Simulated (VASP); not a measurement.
A run of VASP 6.6.1:

File INCAR:

```
  ALGO = Normal
  EDIFF = 1E-6
  ENCUT = 520
  GGA = PE
  ISIF = 2
  ISMEAR = -1
  ISPIN = 2
  IVDW = 12
  LASPH = True
  LCHARG = True
  LDAU = True
  LDAUJ = 0
  LDAUL = 2
  LDAUPRINT = 1
  LDAUTYPE = 2
  LDAUU = 8
  LELF = True
  LMAXMIX = 4
  LORBIT = 11
  LREAL = False
  LVHAR = True
  LWAVE = False
  MAGMOM = -2
  NBANDS = 16
  NELM = 150
  PREC = Accurate
  SIGMA = 0.15
```

Contents of KPOINTS:

```
k-points
0
Gamma
  12 12 12
```

The input POSCAR:

```
V
1.0
   -1.5143500000      1.5143500000      1.5143500000
    1.5143500000     -1.5143500000      1.5143500000
    1.5143500000      1.5143500000     -1.5143500000
V
1
Direct
    0.0000000000      0.0000000000      0.0000000000
```

Potentials or basis: VASP PAW PBE potentials, release 64 (V_sv).

Command:

```console
$ cat potpaw_PBE.64/V_sv/POTCAR > POTCAR
$ mpirun -np 1 vasp_std > vasp.out
```

Hardware: 1 thread of Intel(R) Xeon(R) Platinum 8559C (Emerald Rapids), on a shared host.

Task: How long does it take, and how much memory?

Result: Run time: 22 s on 1 thread of Intel(R) Xeon(R) Platinum 8559C (Emerald Rapids), with other jobs on the host, peak memory 0.15 GiB. Counts: scf iterations 18, k points 72.
